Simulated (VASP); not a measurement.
# Sb in VASP: a series of runs

The runs below take Sb through electric field gradients, with PBE.

Program: VASP 6.6.1. These are calculated values, not measurements. Logs are shortened: lines on timing, memory, paths and dates and some standing lists are left out, and cuts for length are marked.

## (1) The cell of the first run

It takes space group R-3m (No. 166, trigonal). Conventional cell: a = 3.292 Å, b = 3.292 Å, c = 7.825 Å, α = 90.00°, β = 90.00°, γ = 120.00°. Within 4.2 Å of Sb (site symmetry -3m) lie 12 Sb at 3.23 to 3.29 Å.

## (2) Electric field gradients, PBE (equal xy, yz and zx shear strains of -2 %)

INCAR reads:

```
SYSTEM = Sb
PREC     = Accurate       ! precision mode
ENCUT    = 520            ! plane-wave cutoff, eV
EDIFF    = 1E-8           ! SCF threshold, eV
ISMEAR   = -1             ! smearing method
SIGMA    = 0.05           ! smearing width, eV
LREAL    = .FALSE.        ! projectors in reciprocal space
LASPH    = .TRUE.         ! aspherical terms in the spheres
NELM     = 100            ! most SCF steps
ALGO     = Normal         ! electronic algorithm
ISIF     = 2              ! what is computed and relaxed
LWAVE    = .FALSE.        ! write WAVECAR
LCHARG   = .FALSE.        ! write CHGCAR
GGA      = PE             ! functional
LEFG     = .TRUE.       
NBANDS   = 8              ! bands
```

KPOINTS reads:

```
regular mesh
0
G
  12 12 12
  0 0 0
```

POSCAR reads:

```
Sb
1.0
   -0.0461000000      2.2819500000      2.2819500000
    2.2819500000     -0.0461000000      2.2819500000
    2.2819500000      2.2819500000     -0.0461000000
Sb
1
Direct
    0.0000000000      0.0000000000      0.0000000000
```

Potentials or basis: VASP PAW PBE potentials, release 64 (Sb).

The run is started by

```bash
$ cat potpaw_PBE.64/Sb/POTCAR > POTCAR
$ mpirun -np 1 vasp_std > vasp.out
```

OUTCAR:

```text
SYSTEM = Sb
   PREC = Accurate
   ENCUT = 520
   EDIFF = 1E-8
   ISMEAR = -1
   LREAL = .FALSE.
   LASPH = .TRUE.
   NELM = 100
   ISIF = 2
   GGA = PE

 ion  position               nearest neighbor table
   1  0.000  0.000  0.000-

  LATTYP: Found a trigonal (rhomboedric) cell.
 ALAT       =     3.2274938908
 COS(alpha) =     0.4797000918

  Lattice vectors:

 A1 = (  -0.0461000000,   2.2819500000,   2.2819500000)
 A2 = (   2.2819500000,  -0.0461000000,   2.2819500000)
 A3 = (   2.2819500000,   2.2819500000,  -0.0461000000)

Analysis of symmetry for initial positions (statically):
=====================================================================
 Subroutine PRICEL returns:
 Original cell was already a primitive cell.

 Routine SETGRP: Setting up the symmetry group for a
 trigonal (rhombohedral) supercell.

 Subroutine GETGRP returns: Found 12 space group operations
 (whereof 12 operations were pure point group operations)
 out of a pool of 12 trial point group operations.

The static configuration has the point symmetry D_3d.

Analysis of symmetry for dynamics (positions and initial velocities):
=====================================================================
 Subroutine PRICEL returns:
 Original cell was already a primitive cell.

 Routine SETGRP: Setting up the symmetry group for a
 trigonal (rhombohedral) supercell.

 Subroutine GETGRP returns: Found 12 space group operations
 (whereof 12 operations were pure point group operations)
 out of a pool of 12 trial point group operations.

The dynamic configuration has the point symmetry D_3d.

 Subroutine INISYM returns: Found 12 space group operations
 (whereof 12 operations are pure point group operations),
 and found     1 'primitive' translations

----------------------------------------------------------------------------------------

                                     Primitive cell

  volume of cell :      24.4856

  direct lattice vectors                    reciprocal lattice vectors
    -0.046100000  2.281950000  2.281950000    -0.212580468  0.216963571  0.216963571
     2.281950000 -0.046100000  2.281950000     0.216963571 -0.212580468  0.216963571
     2.281950000  2.281950000 -0.046100000     0.216963571  0.216963571 -0.212580468

  length of vectors
     3.227493891  3.227493891  3.227493891     0.373278499  0.373278499  0.373278499

  position of ions in fractional coordinates (direct lattice)
     0.000000000  0.000000000  0.000000000

  ion indices of the primitive-cell ions
   primitive index   ion index
                 1           1

----------------------------------------------------------------------------------------

 KPOINTS: regular mesh

Automatic generation of k-mesh.
 Grid dimensions read from file:
 generate k-points for:   12   12   12

 Generating k-lattice:

  Cartesian coordinates                     Fractional coordinates (reciprocal lattice)
    -0.017715039  0.018080298  0.018080298     0.083333333  0.000000000  0.000000000
     0.018080298 -0.017715039  0.018080298     0.000000000  0.083333333  0.000000000
     0.018080298  0.018080298 -0.017715039     0.000000000  0.000000000  0.083333333

  Length of vectors
     0.031106542  0.031106542  0.031106542

  Shift w.r.t. Gamma in fractional coordinates (k-lattice)
     0.000000000  0.000000000  0.000000000

 Subroutine IBZKPT returns following result:
 ===========================================

 Found    189 irreducible k-points:

 Following reciprocal coordinates:
            Coordinates               Weight
  0.000000  0.000000  0.000000      1.000000
  0.083333  0.000000  0.000000      6.000000
  0.166667 -0.000000  0.000000      6.000000
  0.250000 -0.000000 -0.000000      6.000000
  0.333333  0.000000  0.000000      6.000000
  0.416667 -0.000000 -0.000000      6.000000
[... 16 lines left out ...]
  0.500000  0.166667 -0.000000     12.000000
 -0.416667  0.166667  0.000000     12.000000
 [... further k-points ...]
   k-points           NKPTS =    189   k-points in BZ     NKDIM =    189   number of bands    NBANDS=      8
   number of dos      NEDOS =    301   number of ions     NIONS =      1
   total plane-waves  NPLWV =  13824
   dimension x,y,z NGX =    24 NGY =   24 NGZ =   24
   dimension x,y,z NGXF=    48 NGYF=   48 NGZF=   48
   ions per type =               1
   NGX,Y,Z   is equivalent  to a cutoff of  12.36, 12.36, 12.36 a.u.
   NGXF,Y,Z  is equivalent  to a cutoff of  24.72, 24.72, 24.72 a.u.
 SYSTEM =  Sb
   PREC   = accura    normal or accurate (medium, high low for compatibility)
   ISTART =      0    job   : 0-new  1-cont  2-samecut
   ICHARG =      2    charge: 1-file 2-atom 10-const
   ISPIN  =      1    spin polarized calculation?
   LNONCOLLINEAR =      F non collinear calculations
   LSORBIT =      F    spin-orbit coupling
   LASPH  =      T    aspherical Exc in radial PAW
   ENCUT  =  520.0 eV  38.22 Ry    6.18 a.u.   6.00  6.00  6.00*2*pi/ulx,y,z
   NELM   =    100;   NELMIN=  2; NELMDL= -5     # of ELM steps
   EDIFF  = 0.1E-07   stopping-criterion for ELM
   LREAL  =      F    real-space projection
   EDIFFG = 0.1E-06   stopping-criterion for IOM
   NSW    =      0    number of steps for IOM
   IBRION =     -1    ionic relax: 0-MD 1-quasi-New 2-CG
   NFREE  =      0    steps in history (QN), initial steepest desc. (CG)
   ISIF   =      2    stress and relaxation
   ISYM   =      2    0-nonsym 1-usesym 2-fastsym
   POTIM  = 0.5000    time-step for ionic-motion
   TEBEG  =    0.0;   TEEND  =   0.0 temperature during run
   PSTRESS=    0.0 pullay stress
   NELECT =       5.0000    total number of electrons
   NUPDOWN=      -1.0000    fix difference up-down
   EMIN   =  10.00;   EMAX   =-10.00  energy-range for DOS
   EFERMI =   0.00;   METHOD = LEGACY
   ISMEAR =    -1;   SIGMA  =   0.05  broadening in eV -4-tet -1-fermi 0-gaus
   EFERMI_NEDOS =   21; number of points for ismear=-14 and -15
   IALGO  =     38    algorithm
   IMIX   =      4    mixing-type and parameters
     AMIX     =   0.40;   BMIX     =  1.00
     AMIX_MAG =   1.60;   BMIX_MAG =  1.00
  volume/ion in A,a.u.               =      24.49       165.24
  Fermi-wavevector in a.u.,A,eV,Ry     =   0.964038  1.821768 12.644845  0.929370
  Thomas-Fermi vector in A             =   2.093635
   LORBIT       =      0    0 simple, 1 ext, 2 COOP (PROOUT), +10 PAW based schemes
   GGA     = PE    functional components
   LHFCALC =     F    Hartree Fock is set to
   AEXX    =    0.0000 exact exchange contribution
   IVDW    =     0    specifies the selected vdW correction
   LEPSILON=     F    determine dielectric tensor
   LRPA    =     F    only Hartree local field effects (RPA)
 non-spin polarized calculation
  energy-cutoff  :      520.00
  volume of cell :       24.49
 maximum number of plane-waves:       672
   NGX = 11   NGY = 11   NGZ = 11

 number of electron       5.0000000 magnetization

 Free energy of the ion-electron system (eV)
  ---------------------------------------------------
  ext. energy  EPLUGINS =         0.00000000
  ---------------------------------------------------
  free energy    TOTEN  =        -3.74800546 eV

  energy without entropy =       -3.74212853  energy(sigma->0) =       -3.74506700

 E-fermi :   9.8876     XC(G=0): -10.6536

 val. band max:        9.8728300193   @ k =  -0.1667   0.1667   0.0000
 cond. band min:       9.8926561063   @ k =   0.3333   0.1667   0.1667
 fundamental gap:      0.0198260871
 Fermi energy:         9.8876427854

 k-point     1 :       0.0000    0.0000    0.0000
  band No.  band energies     occupation
      1      -3.8926      2.00000
      2      15.6463      0.00000
      3      15.6463      0.00000
      4      16.2783      0.00000
      5      19.8625      0.00000
      6      19.8625      0.00000
      7      20.1082      0.00000
      8      20.4925      0.00000

 k-point     2 :       0.0833    0.0000    0.0000
  band No.  band energies     occupation
      1      -3.7446      2.00000
      2      14.2379      0.00000
      3      15.4547      0.00000
      4      15.9695      0.00000
      5      19.1552      0.00000
      6      20.1861      0.00000
      7      20.7176      0.00000
      8      22.0491      0.00000

 k-point     3 :       0.1667   -0.0000    0.0000
  band No.  band energies     occupation
      1      -3.3020      2.00000
      2      11.5913      0.00000
      3      15.0333      0.00000
      4      15.4593      0.00000
      5      18.7801      0.00000
      6      20.7676      0.00000
      7      21.2842      0.00000
      8      22.5311      0.00000

 k-point     4 :       0.2500   -0.0000   -0.0000
  band No.  band energies     occupation
      1      -2.5717      2.00000
      2       8.9015      2.00000
      3      14.5960      0.00000
      4      14.9356      0.00000
      5      18.5613      0.00000
      6      20.4075      0.00000
      7      20.8173      0.00000
      8      21.7696      0.00000

 k-point     5 :       0.3333    0.0000    0.0000
  band No.  band energies     occupation
      1      -1.5772      2.00000
      2       6.4390      2.00000
      3      14.2490      0.00000
      4      14.5108      0.00000
      5      18.5096      0.00000
      6      19.6815      0.00000
      7      20.1221      0.00000
      8      20.7161      0.00000
[... 177 lines left out ...]
 k-point    22 :       0.4167    0.1667    0.0000
  band No.  band energies     occupation
      1      -0.6568      2.00000
      2       6.0998      2.00000
      3      11.7156      0.00000
      4      12.5895      0.00000
      5      16.4824      0.00000
      6      20.4128      0.00000
      7      22.0717      0.00000
      8      22.8543      0.00000

 k-point    23 :       0.5000    0.1667   -0.0000
  band No.  band energies     occupation
      1       0.4522      2.00000
      2       4.3392      2.00000
      3      10.9639      0.00000
      4      12.7476      0.00000
      5      16.5253      0.00000
      6      21.2474      0.00000
      7      21.6600      0.00000
      8      23.4103      0.00000

 k-point    24 :      -0.4167    0.1667    0.0000
  band No.  band energies     occupation
      1       0.6697      2.00000
      2       4.0498      2.00000
      3      10.4272      0.00004
      4      13.1831      0.00000
      5      16.8613      0.00000
      6      20.8558      0.00000
      7      21.5237      0.00000
      8      24.1824      0.00000

 [... further k-points ...]
[... 5 lines left out ...]
  --------------------------------------------------------------------------------------
  -------------------------------------------------------------------------------------
  Total        1.3644179      1.3644179      1.3644179      0.0490956      0.0490956      0.0490956
  in kB       89.2783948     89.2783948     89.2783948      3.2124853      3.2124853      3.2124853
  external PRESSURE =      89.2783948 kB  Pullay stress =       0.0000000 kB

 VOLUME and BASIS-vectors are now :
 -----------------------------------------------------------------------------
  energy-cutoff  :      520.00
  volume of cell :       24.49
      direct lattice vectors                 reciprocal lattice vectors
    -0.046100000  2.281950000  2.281950000    -0.212580468  0.216963571  0.216963571
     2.281950000 -0.046100000  2.281950000     0.216963571 -0.212580468  0.216963571
     2.281950000  2.281950000 -0.046100000     0.216963571  0.216963571 -0.212580468

 POSITION                                       TOTAL-FORCE (eV/Angst)
 -----------------------------------------------------------------------------------
      0.00000      0.00000      0.00000         0.000000      0.000000     -0.000000
 -----------------------------------------------------------------------------------
    total drift:                                0.000000     -0.000000     -0.000000

  FREE ENERGIE OF THE ION-ELECTRON SYSTEM (eV)
  ---------------------------------------------------
  free  energy   TOTEN  =        -3.7480054634 eV

  energy  without entropy=       -3.7421285303  energy(sigma->0) =       -3.74506700

 Electric field gradients (V/A^2)
---------------------------------------------------------------------
 ion       V_xx      V_yy      V_zz      V_xy      V_xz      V_yz
---------------------------------------------------------------------
   1      -0.000    -0.000    -0.000     0.686     0.686     0.686
---------------------------------------------------------------------

 Electric field gradients after diagonalization (V/A^2)
 (convention: |V_zz| > |V_xx| > |V_yy|)
----------------------------------------------------------------------
 ion       V_xx      V_yy      V_zz     asymmetry (V_yy - V_xx)/ V_zz
----------------------------------------------------------------------
   1      -0.686    -0.686     1.371       0.000
----------------------------------------------------------------------

           NMR quadrupolar parameters

 Cq : quadrupolar parameter    Cq=e*Q*V_zz/h
 eta: asymmetry parameters     (V_yy - V_xx)/ V_zz
 Q  : nuclear electric quadrupole moment in mb (millibarn)
----------------------------------------------------------------------
 ion       Cq(MHz)       eta       Q (mb)
----------------------------------------------------------------------
   1       0.003       0.000       1.000
----------------------------------------------------------------------
```

Wall time 16 s (1 thread of Intel Xeon Platinum 8488C (Sapphire Rapids), shared host); peak memory 0.16 GiB.

What came out:

```yaml
Free_energy: -3.7480 eV
Pressure: 8.9 GPa
```

Electric field gradients, principal values (V/Å²):
| atom | least | middle | greatest (by size) |
| --- | --- | --- | --- |
| 1 Sb | -0.686 | -0.686 | 1.371 |

Caveat: the cell differs from its parent crystal (equal xy, yz and zx shear strains of -2 %); without QUAD_EFG the Cq values of the log hold for a quadrupole moment of 1 mb, not for the nuclei; spin-orbit coupling is left out, which moves the levels of the heavy elements.

(Continued in part 2 of 3.)
